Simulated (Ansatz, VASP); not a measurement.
MgO: VASP beside Ansatz

File POSCAR:

```
MgO
1.0
    0.0000000000      2.1074818670      2.1074818670
    2.1074818670      0.0000000000      2.1074818670
    2.1074818670      2.1074818670      0.0000000000
Mg O
1 1
Direct
    1.0000000000      0.0000000000      0.0000000000
    0.5000000000      0.5000000000      0.5000000000
```

INCAR.step1

```
ALGO = Normal
EDIFF = 1E-5
ENCUT = 520
GGA = PE
ISIF = 2
ISMEAR = 0
LASPH = True
LCHARG = False
LREAL = False
LWAVE = True
NBANDS = 11
NELM = 100
PREC = Accurate
SIGMA = 0.01
```

File INCAR.step2:

```
ALGO = Normal
EDIFF = 1E-6
ENCUT = 520
GGA = PE
HFSCREEN = 0.2079
ISIF = 2
ISMEAR = 0
ISTART = 1
LASPH = True
LCHARG = False
LHFCALC = True
LREAL = False
LWAVE = False
NBANDS = 11
NELM = 100
PREC = Accurate
PRECFOCK = Normal
SIGMA = 0.01
```

Contents of KPOINTS:

```
k-points
0
Gamma
  8 8 8
```

Input for Ansatz:

```yaml
crystal:
  lattice:
    - [0.0, 2.107481867, 2.107481867]
    - [2.107481867, 0.0, 2.107481867]
    - [2.107481867, 2.107481867, 0.0]
  atoms:
    - { symbol: Mg, position: [1.0, 0.0, 0.0] }
    - { symbol: O, position: [0.5, 0.5, 0.5] }
basis:
  ecutwfc: 420
kpoints:
  mp_grid: { grid: [8, 8, 8] }
scf:
  occupations: { method: fixed }
  n_extra_bands: 4
hamiltonian:
  xc: hse06
  pseudopotentials: { kind: paw, azcp: { folder: soft_1 } }
output:
  eigenvalues: true
```

Alike in both runs: task single point; functional HSE06; k mesh 8 × 8 × 8; no spin polarisation.

```csv
,VASP,Ansatz
version,VASP 6.6.1,Ansatz 0.2.0
potentials or method,"VASP PAW PBE potentials, release 64 (Mg, O), cutoff 520 eV","plane-wave PAW, scalar-relativistic"
occupations,"gaussian, width 0.01 eV",fixed
valence electrons in the cell,8,16
```

```csv
,VASP,Ansatz,Ansatz less VASP
gap on the k mesh at the Fermi level (eV),6.42,6.46,+0.049
```

VASP's potentials hold 8 valence electrons a cell and Ansatz's 16, so a difference there can come from the potentials and not from the codes.
